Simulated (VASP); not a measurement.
Wanted: the native input for a VASP 6.6.1 run.

```
Task                   : single point
Functional             : PBEsol
Potentials or basis    : VASP PAW PBE potentials, release 64 (C_h)
Cutoff                 : 1300 eV
k mesh                 : 9 × 9 × 6
Occupations            : gaussian, width 0.02 eV
Spin                   : no spin polarisation
Dipole correction      : no
Further INCAR settings : ALGO = Normal; EDIFF = 1e-06; NBANDS = 16
```

The structure of C lies in POSCAR:

```
C
1.0
    2.4981307825      0.0000000000      0.0000000000
   -1.2490653912      2.1634447196      0.0000000000
    0.0000000000      0.0000000000      4.2229976408
C
4
Direct
    0.3333333333      0.6666666667     -0.0002608640
    0.6666666667      0.3333333333      0.4997391360
    0.3333333333      0.6666666667      0.3742608640
    0.6666666667      0.3333333333      0.8742608640
```

This cell differs from its parent crystal: strained cell.

One way to write it, as run:

INCAR

```
SYSTEM = C
PREC     = Accurate       ! precision mode
ENCUT    = 1300           ! plane-wave cutoff, eV
EDIFF    = 1E-6           ! SCF threshold, eV
ISMEAR   = 0              ! smearing method
SIGMA    = 0.02           ! smearing width, eV
LREAL    = .False.        ! projectors in reciprocal space
LASPH    = .True.         ! aspherical terms in the spheres
NELM     = 120            ! most SCF steps
ALGO     = Normal         ! electronic algorithm
ISIF     = 2              ! what is computed and relaxed
LWAVE    = .False.        ! write WAVECAR
LCHARG   = .False.        ! write CHGCAR
GGA      = PS             ! functional
NBANDS   = 16             ! bands
GGA_COMPAT= .False.
```

KPOINTS

```
regular mesh
0
Gamma
  9 9 6
  0 0 0
```

Potentials or basis: VASP PAW PBE potentials, release 64 (C_h).

Command:

```console
$ cat potpaw_PBE.64/C_h/POTCAR > POTCAR
$ mpirun -np 1 vasp_std > vasp.out
```

Results of the run:

```yaml
Pressure: -6.1 GPa
Largest_force: 0.003 eV/Å
Band_gap_on_the_k_mesh: 3.09 eV (least direct gap 4.85 eV)
```

Caveat: the cell differs from its parent crystal (strained cell); the stress differs along the axes, from -19 to 0 GPa; the PAW data sets were made with another functional, which shifts forces and pressure a little.

It took 25 s on 1 thread of Intel(R) Xeon(R) 6975P-C (Granite Rapids), with other jobs on the host, peak memory 0.21 GiB.
